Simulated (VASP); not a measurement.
# AlN (Cmc2_1) in VASP: notebook, part 2 of 2

VASP 6.6.1.

**3. Single point, r2SCAN (strain +0.0150 x Voigt [1, -1, 0, 0, 0, 0])**

POSCAR reads:

```
AlN
1.0
    3.1532653187      0.0000000000      0.0000000000
   -1.5766326593      2.6500943377      0.0000000000
    0.0000000000      0.0000000000      4.9784048354
Al N
2 2
Direct
    0.3333333333      0.6666666667      0.0016929024
    0.6666666667      0.3333333333      0.5016929024
    0.3333333333      0.6666666667      0.3833070976
    0.6666666667      0.3333333333      0.8833070976
```

INCAR.step1 reads:

```
  PREC = Accurate
  ENCUT = 520
  ISMEAR = 0
  SIGMA = 0.05
  LREAL = F
  LASPH = T
  NELM = 100
  NBANDS = 16
  GGA = PE
  ALGO = Normal
  EDIFF = 1E-4
  LWAVE = T
  LCHARG = F
```

INCAR.step2 reads:

```
  PREC = Accurate
  ENCUT = 520
  EDIFF = 1E-7
  ISMEAR = 0
  SIGMA = 0.05
  LREAL = F
  LASPH = T
  NELM = 100
  ALGO = Normal
  ISIF = 2
  LWAVE = F
  LCHARG = F
  METAGGA = R2SCAN
  LMIXTAU = T
  NBANDS = 16
  ISTART = 1
```

KPOINTS reads:

```
Automatic mesh
0
Gamma
  12 12 6
```

Potentials or basis: VASP PAW PBE potentials, release 64 (Al, N).

On the command line:

```console
cat potpaw_PBE.64/Al/POTCAR potpaw_PBE.64/N/POTCAR > POTCAR
cp INCAR.step1 INCAR
mpirun -np 1 vasp_std > vasp.out
cp INCAR.step2 INCAR
mpirun -np 1 vasp_std > vasp.out
```

OUTCAR:

```text
PREC = Accurate
   ENCUT = 520
   EDIFF = 1E-7
   ISMEAR = 0
   LREAL = F
   LASPH = T
   NELM = 100
   ISIF = 2
   METAGGA = R2SCAN
   ISTART = 1

 ion  position               nearest neighbor table
   1  0.333  0.667  0.002-   4 1.86   3 1.90   4 1.90   4 1.90   2 3.05   2 3.05   2 3.08   2 3.08
                             2 3.08   2 3.08
   2  0.667  0.333  0.502-   3 1.86   4 1.90   3 1.90   3 1.90   1 3.05   1 3.05   1 3.08   1 3.08
                             1 3.08   1 3.08
   3  0.333  0.667  0.383-   2 1.86   1 1.90   2 1.90   2 1.90
   4  0.667  0.333  0.883-   1 1.86   2 1.90   1 1.90   1 1.90

  Warning from LATTYP: Monoclinic adjustment (A1->A3, A2->A1, A3->A2)!
  LATTYP: Found a base centered orthorhombic cell.
 ALAT       =     3.1532653187
 B/A-ratio  =     1.6808571876
 C/A-ratio  =     1.5788093713

  Lattice vectors:

 A1 = (   1.5766326593,  -2.6500943377,   0.0000000000)
 A2 = (   1.5766326594,   2.6500943377,   0.0000000000)
 A3 = (   0.0000000000,   0.0000000000,   4.9784048354)

Analysis of symmetry for initial positions (statically):
[... 183 lines left out ...]
 fundamental gap:      4.9118536619
 Fermi energy:         6.1724477613

 k-point     1 :       0.0000    0.0000    0.0000
  band No.  band energies     occupation
      1     -10.0615      2.00000
      2      -7.9394      2.00000
      3      -0.1502      2.00000
      4       4.9580      2.00000
      5       5.1172      2.00000
      6       5.6261      2.00000
[... 433 lines left out ...]
      3       0.6282      2.00000
      4       1.9138      2.00000
      5       2.7396      2.00000
      6       2.9589      2.00000
[... 8 lines left out ...]
     15      19.8322      0.00000
     16      21.8511      0.00000

 [... further k-points ...]

------------------------ aborting loop because EDIFF is reached ----------------------------------------

  FORCE on cell =-STRESS in cart. coord.  units (eV):
  Direction    XX          YY          ZZ          XY          YZ          ZX
  --------------------------------------------------------------------------------------
  -------------------------------------------------------------------------------------
  Total       -1.5013508      1.4230979     -0.0947073      0.0000000      0.0000000      0.0000000
  in kB      -57.8203472     54.8066568     -3.6473889      0.0000000      0.0000000      0.0000000
  external PRESSURE =      -2.2203598 kB  Pullay stress =       0.0000000 kB

 VOLUME and BASIS-vectors are now :
 -----------------------------------------------------------------------------
  energy-cutoff  :      520.00
  volume of cell :       41.60
      direct lattice vectors                 reciprocal lattice vectors
     3.153265319  0.000000000  0.000000000     0.317131576  0.188672529  0.000000000
    -1.576632659  2.650094338  0.000000000     0.000000000  0.377345057  0.000000000
     0.000000000  0.000000000  4.978404835     0.000000000  0.000000000  0.200867554

 POSITION                                       TOTAL-FORCE (eV/Angst)
 -----------------------------------------------------------------------------------
     -0.00000      1.76673      0.00843        -0.000000     -0.284679      0.012552
      1.57663      0.88336      2.49763         0.000000      0.284679      0.012552
     -0.00000      1.76673      1.90826        -0.000000     -0.337815     -0.012552
      1.57663      0.88336      4.39746         0.000000      0.337815     -0.012552
 -----------------------------------------------------------------------------------
    total drift:                               -0.000000      0.000000      0.000648

  FREE ENERGIE OF THE ION-ELECTRON SYSTEM (eV)
  ---------------------------------------------------
  free  energy   TOTEN  =       -38.4343023884 eV

  energy  without entropy=      -38.4343023884  energy(sigma->0) =      -38.43430239
```

OUTCAR.step1:

```text
PREC = Accurate
   ENCUT = 520
   ISMEAR = 0
   LREAL = F
[... 691 lines left out ...]
     -0.00000      1.76673      0.00843        -0.000000     -0.294288      0.004060
      1.57663      0.88336      2.49763         0.000000      0.294288      0.004060
     -0.00000      1.76673      1.90826        -0.000000     -0.344538     -0.004060
      1.57663      0.88336      4.39746         0.000000      0.344538     -0.004060
 -----------------------------------------------------------------------------------
    total drift:                               -0.000000      0.000000      0.000108

  FREE ENERGIE OF THE ION-ELECTRON SYSTEM (eV)
  ---------------------------------------------------
  free  energy   TOTEN  =       -29.7465091908 eV

  energy  without entropy=      -29.7465091908  energy(sigma->0) =      -29.74650919
```

Run time: 6.9 min. Hardware: 1 thread of Intel Xeon 8259CL, shared host; peak memory 0.24 GiB.

What came out:

```
Free energy            : -38.4343 eV
Pressure               : -0.2 GPa
Largest force          : 0.338 eV/Å
Band gap on the k mesh : 4.91 eV
```

Forces in eV/Å, atoms in the order of the input:
```
Al   0.000 -0.285  0.013
Al   0.000  0.285  0.013
N    0.000 -0.338 -0.013
N    0.000  0.338 -0.013
```

Caveat: the cell differs from its parent crystal (strain +0.0150 x Voigt [1, -1, 0, 0, 0, 0]); the stress differs along the axes, from -6 to 5 GPa; the PAW data sets were made with another functional, which shifts forces and pressure a little.
